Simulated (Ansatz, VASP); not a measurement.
**Two plane-wave programs on AsPb4**

```
As Pb
1.0
     5.57638    0.00000    0.00000
    -2.78819    4.82929    0.00000
     0.00000    0.00000    8.60660
As Pb
1 4
Direct
  0.00000 0.00000 0.00000
  0.33333 0.66667 0.00000
  0.66667 0.33333 0.00000
  0.00000 0.00000 0.31171
  0.00000 0.00000 0.68829
```

Alike in both runs: functional PBE; k mesh 12 × 12 × 6; occupations gaussian, width 0.1 eV; no spin polarisation.

Ansatz relaxed the structure, and its values are those at the end. VASP's run is a single point on that final structure, the one shown.

|  | VASP | Ansatz |
| --- | --- | --- |
| version | VASP 6.6.1 | Ansatz 0.2.0 |
| potentials or method | VASP PAW PBE potentials, release 64 (As, Pb_d), cutoff 520 eV | scalar-relativistic, plane waves, PAW |
| valence electrons in the cell | 61 | 71 |

|  | VASP | Ansatz | Ansatz less VASP |
| --- | --- | --- | --- |
| gap on the k mesh at the Fermi level (eV) | none | none | - |
| pressure (GPa) | 0.0 | 0.0 | +0.03 |

A gap of «none» marks a metal or a gap that the smearing closes. With one functional, cell and mesh, what is left measures potentials, basis and numerics. VASP's potentials hold 61 valence electrons a cell and Ansatz's 71, so a difference there can come from the potentials and not from the codes.

Spin-orbit coupling is off throughout.
